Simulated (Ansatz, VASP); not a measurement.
# One calculation of AlSbSe4, two programs

```xyz
6
Lattice="0.0000 4.1135 4.1135 4.1135 0.0000 4.1135 4.1135 4.1135 0.0000" Properties=species:S:1:pos:R:3 pbc="T T T"
Al    0.0000    0.0000    0.0000
Sb    6.1702    6.1702    6.1702
Se    5.1418    3.0851    5.1418
Se    5.1418    5.1418    3.0851
Se    3.0851    3.0851    3.0851
Se    3.0851    5.1418    5.1418
```

Alike in both runs: task relaxation of cell and atoms; functional PBE; k mesh 8 × 8 × 8; occupations gaussian, width 0.1 eV; no spin polarisation.

```csv
,VASP,Ansatz
version,VASP 6.6.1,Ansatz 0.2.0
potentials or method,"VASP PAW PBE potentials, release 64 (Al, Sb, Se), cutoff 600 eV","scalar-relativistic, plane waves, PAW"
valence electrons in the cell,32,82
```

VASP gave:

| Quantity | Value |
| --- | --- |
| gap on the k mesh at the Fermi level, each at its own relaxed structure (eV) | none |
| relaxed volume (Å³/atom) | 23.06 |
| relaxed cell length with the largest relative difference (Å) | 5.805 |

Problem. Estimate Ansatz's values.

Solution. gap on the k mesh at the Fermi level, each at its own relaxed structure (eV): none; relaxed volume (Å³/atom): 23.05; relaxed cell length with the largest relative difference (Å): 5.805.

A gap of «none» marks a metal or a gap that the smearing closes. VASP's potentials hold 32 valence electrons a cell and Ansatz's 82, so a difference there can come from the potentials and not from the codes.

Neither program's run includes spin-orbit coupling.
